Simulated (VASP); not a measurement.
Input of a VASP 6.6.1 run:

The input INCAR:

```
PREC = Accurate
ENCUT = 500
EDIFF = 1E-6
ISMEAR = 0
SIGMA = 0.1
LREAL = False
LASPH = True
NELM = 120
ALGO = Normal
ISIF = 2
LWAVE = False
LCHARG = False
GGA = PS
NBANDS = 25
GGA_COMPAT = False
```

File KPOINTS:

```
Automatic mesh
0
Gamma
  4 4 4
```

The input POSCAR:

```
SiS2
1.0
   -2.8250000000      4.7850000000      2.7700000000
    2.8250000000     -4.7850000000      2.7700000000
    2.8250000000      4.7850000000     -2.7700000000
Si S
2 4
Direct
    0.7500000000      0.7500000000      0.0000000000
    0.2500000000      0.2500000000      0.0000000000
    0.8830000000      0.7830000000      0.6660000000
    0.1170000000      0.2170000000      0.3340000000
    0.3830000000      0.7170000000      0.1000000000
    0.6170000000      0.2830000000      0.9000000000
```

Potentials or basis: VASP PAW PBE potentials, release 64 (Si, S).

Command:

```bash
$ cat potpaw_PBE.64/Si/POTCAR potpaw_PBE.64/S/POTCAR > POTCAR
$ mpirun -np 1 vasp_std > vasp.out
```

**Question.** Predict the band gap on the k mesh.

**Answer.** 2.58 eV, indirect (least direct gap 2.86 eV).

**Question.** Predict the largest force.

**Answer.** 0.629 eV/Å.

**Question.** What does it give for the pressure?

**Answer.** -1.9 GPa.

Stress tensor (GPa, compression positive):
```
-2.44  0.00  0.00
 0.00 -1.63  0.00
 0.00  0.00 -1.76
```

Caveat: the PAW data sets were made with another functional, which shifts forces and pressure a little. A k mesh can miss the band edges.
